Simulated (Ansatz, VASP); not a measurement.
## Yb: VASP beside Ansatz

Contents of INCAR:

```
SYSTEM = Yb
ALGO = Normal
EDIFF = 1E-6
ENCUT = 520
GGA = PE
GGA_COMPAT = .FALSE.
ISIF = 2
ISMEAR = 0
LASPH = .TRUE.
LCHARG = .FALSE.
LMAXMIX = 6
LORBIT = 11
LORBMOM = .TRUE.
LREAL = .FALSE.
LSORBIT = .TRUE.
LWAVE = .FALSE.
MAGMOM = 0 0 0
NBANDS = 35
NELM = 150
PREC = Accurate
SIGMA = 0.05
```

File KPOINTS:

```
k-points
0
G
  14 14 14
  0 0 0
```

POSCAR

```
Yb
1.0
    0.0000000000      2.5793498200      2.5793498200
    2.5793498200      0.0000000000      2.5793498200
    2.5793498200      2.5793498200      0.0000000000
Yb
1
Direct
    0.0000000000      0.0000000000      0.0000000000
```

Input for Ansatz:

```yaml
crystal:
  lattice:
    - [0.0, 2.5793503055, 2.5793503055]
    - [2.5793503055, 0.0, 2.5793503055]
    - [2.5793503055, 2.5793503055, 0.0]
  atoms:
    - { symbol: Yb, position: [0.0, 0.0, 0.0] }
basis:
  ecutwfc: 600
  ecutrho_ratio: 5
kpoints:
  mp_grid: { grid: [14, 14, 14] }
  band_path:
    path:
      - [[0.0, 0.0, 0.0], [0.5, 0.0, 0.5], [0.625, 0.25, 0.625]]
      - [[0.375, 0.375, 0.75], [0.0, 0.0, 0.0], [0.5, 0.5, 0.5], [0.5, 0.25, 0.75], [0.5, 0.0, 0.5]]
    npoints: 10
hamiltonian:
  xc: pbe
scf:
  occupations: { method: gaussian, width: 0.05 }
  n_extra_bands: 22
output:
  forces: true
  stress: true
  eigenvalues: true
  populations: true
  hubbard: { sites: [{ species: Yb, l: f }] }
  dos: { projected: true, de: 0.02, nscf_kmesh: { grid: [21, 21, 21] } }
  bader: true
magnetization:
  noncollinear: true
  spin_orbit: true
checkpoint:
  read: start.run
  write: ck
  compress: false
  write_wavefunctions: false
  write_every: 100000
```

Alike in both runs: task single point; functional PBE; k mesh 14 × 14 × 14; occupations gaussian, width 0.05 eV; non-collinear spin, spin-orbit coupling.

|  | VASP | Ansatz |
| --- | --- | --- |
| version | VASP 6.6.1 | Ansatz 0.2.0 |
| potentials or method | VASP PAW PBE potentials, release 64 (Yb), cutoff 520 eV | plane waves, PAW |
| valence electrons in the cell | 24 | 24 |

Ansatz gave:

* pressure (GPa): 0.0
* net moment per atom (μB): 0.00

Q: Estimate VASP's values.

A: Pressure (GPa): -0.6; net moment per atom (μB): 0.00.
